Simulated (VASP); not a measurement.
# Hg (Pm-3m) in VASP: single point with revPBE

Aim: the single point of Hg with revPBE.

All numbers are computed with VASP 6.6.1; they aren't measurements. Logs are shortened: lines on timing, memory, paths and dates and some standing lists are left out, and cuts for length are marked.

### 1 The cell of the first run

The structure is cubic, space group Pm-3m (No. 221). The conventional cell has a = 4.967 Å, b = 4.967 Å, c = 4.967 Å, α = 90.00°, β = 90.00°, γ = 90.00°.

### 2 Single point, revPBE (122.57 Å³/atom)

File INCAR:

```
PREC = Accurate
ENCUT = 520
EDIFF = 1E-6
ISMEAR = -1
SIGMA = 0.1
LREAL = False
LASPH = True
NELM = 60
ALGO = Normal
ISIF = 2
LWAVE = False
LCHARG = True
GGA = RE
LELF = True
LVHAR = True
NBANDS = 12
```

File KPOINTS:

```
Automatic mesh
0
Gamma
  7 7 7
```

File POSCAR:

```
Hg
1.0
    4.9673934206      0.0000000000      0.0000000000
    0.0000000000      4.9673934206      0.0000000000
    0.0000000000      0.0000000000      4.9673934206
Hg
1
Direct
    0.0000000000      0.0000000000      0.0000000000
```

Potentials or basis: VASP PAW PBE potentials, release 64 (Hg).

Started as:

```console
> cat potpaw_PBE.64/Hg/POTCAR > POTCAR
> mpirun -np 1 vasp_std > vasp.out
```

OUTCAR:

```text
PREC = Accurate
   ENCUT = 520
   EDIFF = 1E-6
   ISMEAR = -1
   LREAL = False
   LASPH = True
   NELM = 60
   ISIF = 2
   GGA = RE

 ion  position               nearest neighbor table
   1  0.000  0.000  0.000-

  LATTYP: Found a simple cubic cell.
 ALAT       =     4.9673934206

  Lattice vectors:

 A1 = (   4.9673934206,   0.0000000000,   0.0000000000)
 A2 = (   0.0000000000,   4.9673934206,   0.0000000000)
 A3 = (   0.0000000000,   0.0000000000,   4.9673934206)

Analysis of symmetry for initial positions (statically):
=====================================================================
 Subroutine PRICEL returns:
 Original cell was already a primitive cell.

 Routine SETGRP: Setting up the symmetry group for a
 simple cubic supercell.

 Subroutine GETGRP returns: Found 48 space group operations
 (whereof 48 operations were pure point group operations)
 out of a pool of 48 trial point group operations.

The static configuration has the point symmetry O_h .

Analysis of symmetry for dynamics (positions and initial velocities):
=====================================================================
 Subroutine PRICEL returns:
 Original cell was already a primitive cell.

 Routine SETGRP: Setting up the symmetry group for a
 simple cubic supercell.

 Subroutine GETGRP returns: Found 48 space group operations
 (whereof 48 operations were pure point group operations)
 out of a pool of 48 trial point group operations.

The dynamic configuration has the point symmetry O_h .

 Subroutine INISYM returns: Found 48 space group operations
 (whereof 48 operations are pure point group operations),
 and found     1 'primitive' translations

----------------------------------------------------------------------------------------

                                     Primitive cell

  volume of cell :     122.5704

  direct lattice vectors                    reciprocal lattice vectors
     4.967393421  0.000000000  0.000000000     0.201312825  0.000000000  0.000000000
     0.000000000  4.967393421  0.000000000     0.000000000  0.201312825  0.000000000
     0.000000000  0.000000000  4.967393421     0.000000000  0.000000000  0.201312825

  length of vectors
     4.967393421  4.967393421  4.967393421     0.201312825  0.201312825  0.201312825

  position of ions in fractional coordinates (direct lattice)
     0.000000000  0.000000000  0.000000000

  ion indices of the primitive-cell ions
   primitive index   ion index
                 1           1

----------------------------------------------------------------------------------------

 KPOINTS: Automatic mesh

Automatic generation of k-mesh.
 Grid dimensions read from file:
 generate k-points for:    7    7    7

 Generating k-lattice:

  Cartesian coordinates                     Fractional coordinates (reciprocal lattice)
     0.028758975  0.000000000  0.000000000     0.142857143  0.000000000  0.000000000
     0.000000000  0.028758975  0.000000000     0.000000000  0.142857143  0.000000000
     0.000000000  0.000000000  0.028758975     0.000000000  0.000000000  0.142857143

  Length of vectors
     0.028758975  0.028758975  0.028758975

  Shift w.r.t. Gamma in fractional coordinates (k-lattice)
     0.000000000  0.000000000  0.000000000

 Subroutine IBZKPT returns following result:
 ===========================================

 Found     20 irreducible k-points:

 Following reciprocal coordinates:
            Coordinates               Weight
  0.000000  0.000000  0.000000      1.000000
  0.142857  0.000000  0.000000      6.000000
  0.285714  0.000000  0.000000      6.000000
  0.428571  0.000000  0.000000      6.000000
  0.142857  0.142857  0.000000     12.000000
  0.285714  0.142857  0.000000     24.000000
[... 12 lines left out ...]
  0.428571  0.428571  0.285714     24.000000
  0.428571  0.428571  0.428571      8.000000
   k-points           NKPTS =     20   k-points in BZ     NKDIM =     20   number of bands    NBANDS=     12
   number of dos      NEDOS =    301   number of ions     NIONS =      1
   total plane-waves  NPLWV =  64000
   dimension x,y,z NGX =    40 NGY =   40 NGZ =   40
   dimension x,y,z NGXF=    80 NGYF=   80 NGZF=   80
   ions per type =               1
   NGX,Y,Z   is equivalent  to a cutoff of  13.39, 13.39, 13.39 a.u.
   NGXF,Y,Z  is equivalent  to a cutoff of  26.77, 26.77, 26.77 a.u.
 SYSTEM =  unknown system
   PREC   = accura    normal or accurate (medium, high low for compatibility)
   ISTART =      0    job   : 0-new  1-cont  2-samecut
   ICHARG =      2    charge: 1-file 2-atom 10-const
   ISPIN  =      1    spin polarized calculation?
   LNONCOLLINEAR =      F non collinear calculations
   LSORBIT =      F    spin-orbit coupling
   LASPH  =      T    aspherical Exc in radial PAW
   ENCUT  =  520.0 eV  38.22 Ry    6.18 a.u.   9.24  9.24  9.24*2*pi/ulx,y,z
   NELM   =     60;   NELMIN=  2; NELMDL= -5     # of ELM steps
   EDIFF  = 0.1E-05   stopping-criterion for ELM
   LREAL  =      F    real-space projection
   EDIFFG = 0.1E-04   stopping-criterion for IOM
   NSW    =      0    number of steps for IOM
   IBRION =     -1    ionic relax: 0-MD 1-quasi-New 2-CG
   NFREE  =      0    steps in history (QN), initial steepest desc. (CG)
   ISIF   =      2    stress and relaxation
   ISYM   =      2    0-nonsym 1-usesym 2-fastsym
   POTIM  = 0.5000    time-step for ionic-motion
   TEBEG  =    0.0;   TEEND  =   0.0 temperature during run
   PSTRESS=    0.0 pullay stress
   NELECT =      12.0000    total number of electrons
   NUPDOWN=      -1.0000    fix difference up-down
   EMIN   =  10.00;   EMAX   =-10.00  energy-range for DOS
   EFERMI =   0.00;   METHOD = LEGACY
   ISMEAR =    -1;   SIGMA  =   0.10  broadening in eV -4-tet -1-fermi 0-gaus
   EFERMI_NEDOS =   21; number of points for ismear=-14 and -15
   IALGO  =     38    algorithm
   IMIX   =      4    mixing-type and parameters
     AMIX     =   0.40;   BMIX     =  1.00
     AMIX_MAG =   1.60;   BMIX_MAG =  1.00
  volume/ion in A,a.u.               =     122.57       827.15
  Fermi-wavevector in a.u.,A,eV,Ry     =   0.754525  1.425845  7.745895  0.569307
  Thomas-Fermi vector in A             =   1.852211
   LORBIT       =      0    0 simple, 1 ext, 2 COOP (PROOUT), +10 PAW based schemes
   GGA     = RE    functional components
   LHFCALC =     F    Hartree Fock is set to
   AEXX    =    0.0000 exact exchange contribution
   IVDW    =     0    specifies the selected vdW correction
   LEPSILON=     F    determine dielectric tensor
   LRPA    =     F    only Hartree local field effects (RPA)
 non-spin polarized calculation
  energy-cutoff  :      520.00
  volume of cell :      122.57
 maximum number of plane-waves:      3323
 NGX is ok and might be reduce to    40
   NGX = 19   NGY = 19   NGZ = 19

 number of electron      11.9999996 magnetization

 Free energy of the ion-electron system (eV)
  ---------------------------------------------------
  ext. energy  EPLUGINS =         0.00000000
  ---------------------------------------------------
  free energy    TOTEN  =        -0.01027986 eV

  energy without entropy =       -0.01027985  energy(sigma->0) =       -0.01027985

 E-fermi :  -2.9284     XC(G=0):  -3.9318

 val. band max:       -4.9979569349   @ k =   0.4286   0.4286   0.4286
 cond. band min:      -0.8392964346   @ k =   0.4286   0.0000   0.0000
 fundamental gap:      4.1586605003
 Fermi energy:        -2.9284406320

 k-point     1 :       0.0000    0.0000    0.0000
  band No.  band energies     occupation
      1      -8.5404      2.00000
      2      -8.5404      2.00000
      3      -8.4921      2.00000
      4      -8.4921      2.00000
      5      -8.4921      2.00000
      6      -5.9130      2.00000
      7       1.8229      0.00000
      8       1.8229      0.00000
      9       1.8229      0.00000
     10       2.1647      0.00000
     11       4.7518      0.00000
     12       4.7518      0.00000

 k-point     2 :       0.1429    0.0000    0.0000
  band No.  band energies     occupation
      1      -8.5400      2.00000
      2      -8.5324      2.00000
      3      -8.4946      2.00000
      4      -8.4946      2.00000
      5      -8.4919      2.00000
      6      -5.8550      2.00000
      7       0.8180      0.00000
      8       1.9014      0.00000
      9       1.9014      0.00000
     10       2.8059      0.00000
     11       4.8607      0.00000
     12       5.4730      0.00000

 k-point     3 :       0.2857    0.0000    0.0000
  band No.  band energies     occupation
      1      -8.5390      2.00000
      2      -8.5148      2.00000
      3      -8.5002      2.00000
      4      -8.5002      2.00000
      5      -8.4915      2.00000
      6      -5.7109      2.00000
      7      -0.2237      0.00000
      8       2.0978      0.00000
      9       2.0978      0.00000
     10       3.3142      0.00000
     11       5.1834      0.00000
     12       6.0831      0.00000
[... 226 lines left out ...]
 k-point    19 :       0.4286    0.4286    0.2857
  band No.  band energies     occupation
      1      -8.5193      2.00000
      2      -8.5132      2.00000
      3      -8.5131      2.00000
      4      -8.4908      2.00000
      5      -8.4755      2.00000
      6      -5.1064      2.00000
      7       0.1079      0.00000
      8       0.1686      0.00000
      9       0.9965      0.00000
     10       2.9909      0.00000
     11       4.2966      0.00000
     12       4.4238      0.00000

 k-point    20 :       0.4286    0.4286    0.4286
  band No.  band energies     occupation
      1      -8.5187      2.00000
      2      -8.5186      2.00000
      3      -8.5186      2.00000
      4      -8.4752      2.00000
      5      -8.4752      2.00000
      6      -4.9980      2.00000
      7       0.3362      0.00000
      8       0.4053      0.00000
      9       0.4053      0.00000
     10       3.3447      0.00000
     11       3.7138      0.00000
     12       3.7138      0.00000

------------------------ aborting loop because EDIFF is reached ----------------------------------------

  FORCE on cell =-STRESS in cart. coord.  units (eV):
  Direction    XX          YY          ZZ          XY          YZ          ZX
  --------------------------------------------------------------------------------------
  -------------------------------------------------------------------------------------
  Total        0.0096888      0.0096888      0.0096888     -0.0000000      0.0000000     -0.0000000
  in kB        0.1266475      0.1266475      0.1266475     -0.0000000      0.0000000     -0.0000000
  external PRESSURE =       0.1266475 kB  Pullay stress =       0.0000000 kB

 VOLUME and BASIS-vectors are now :
 -----------------------------------------------------------------------------
  energy-cutoff  :      520.00
  volume of cell :      122.57
      direct lattice vectors                 reciprocal lattice vectors
     4.967393421  0.000000000  0.000000000     0.201312825  0.000000000  0.000000000
     0.000000000  4.967393421  0.000000000     0.000000000  0.201312825  0.000000000
     0.000000000  0.000000000  4.967393421     0.000000000  0.000000000  0.201312825

 POSITION                                       TOTAL-FORCE (eV/Angst)
 -----------------------------------------------------------------------------------
      0.00000      0.00000      0.00000         0.000000      0.000000      0.000000
 -----------------------------------------------------------------------------------
    total drift:                               -0.000000     -0.000000      0.000000

  FREE ENERGIE OF THE ION-ELECTRON SYSTEM (eV)
  ---------------------------------------------------
  free  energy   TOTEN  =        -0.0102798552 eV

  energy  without entropy=       -0.0102798547  energy(sigma->0) =       -0.01027985
```

Run time: 36 s. Hardware: 1 thread of Intel Xeon 8259CL, shared host; peak memory 0.24 GiB.

Results:

```yaml
Free_energy: -0.0103 eV
Pressure: 0.0 GPa
Band_gap_on_the_k_mesh: 4.16 eV (least direct gap 4.74 eV)
```

Levels at points of the mesh, in eV from the valence-band top:
```
           k point  band 2  band 3  band 4  band 5  band 6  band 7  band 8  band 9  band 10  band 11
(0.00, 0.00, 0.00)   -3.54   -3.49   -3.49   -3.49   -0.92    6.82    6.82    6.82     7.16     9.75
```

Caveat: the atoms stand far beyond bonding distance; the PAW data sets were made with another functional, which shifts forces and pressure a little; spin-orbit coupling is left out, which moves the levels of the heavy elements; an odd mesh through Γ misses points on the zone boundary, where band edges can lie.
